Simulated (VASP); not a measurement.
# Tl: single point with revPBE

Tl:

```xyz
3
Lattice="5.7289 0.0000 0.0000 -2.8645 4.9614 0.0000 0.0000 0.0000 3.5228" Properties=species:S:1:pos:R:3 pbc="T T T"
Tl    2.8645    4.9614    3.5228
Tl    0.0000    3.3076    1.7614
Tl    2.8645    1.6538    1.7614
```

This isn't the form of Tl at room conditions, which is hcp.

```yaml
Program: VASP 6.6.1
Task: single point
Functional: revPBE
Potentials_or_basis: VASP PAW PBE potentials, release 64 (Tl_d)
Cutoff: 520 eV
k_mesh: 7 × 7 × 10
Occupations: fermi-dirac, width 0.1 eV
Spin: no spin polarisation
Dipole_correction: no
Further_INCAR_settings: ALGO = Normal; EDIFF = 1e-06; NBANDS = 26
```

The pressure is -0.1 GPa and the band gap on the k mesh is zero (an odd number of electrons rules out a gap without spin polarisation).

Levels at points of the mesh, in eV from the Fermi level:
```csv
k point,band 16,band 17,band 18,band 19,band 20,band 21,band 22,band 23
"(0.00, 0.00, 0.00)",-9.24,-4.74,-4.43,-0.40,-0.40,-0.24,-0.24,4.23
"(0.00, 0.00, 0.50)",-6.61,-5.43,-2.61,-0.21,0.62,1.30,1.30,1.43
```

Run time: 38 s on 1 thread of Intel(R) Xeon(R) 6975P-C (Granite Rapids), with other jobs on the host, peak memory 0.29 GiB.

Caveat: the PAW data sets were made with another functional, which shifts forces and pressure a little; spin-orbit coupling is left out, which moves the levels of the heavy elements.
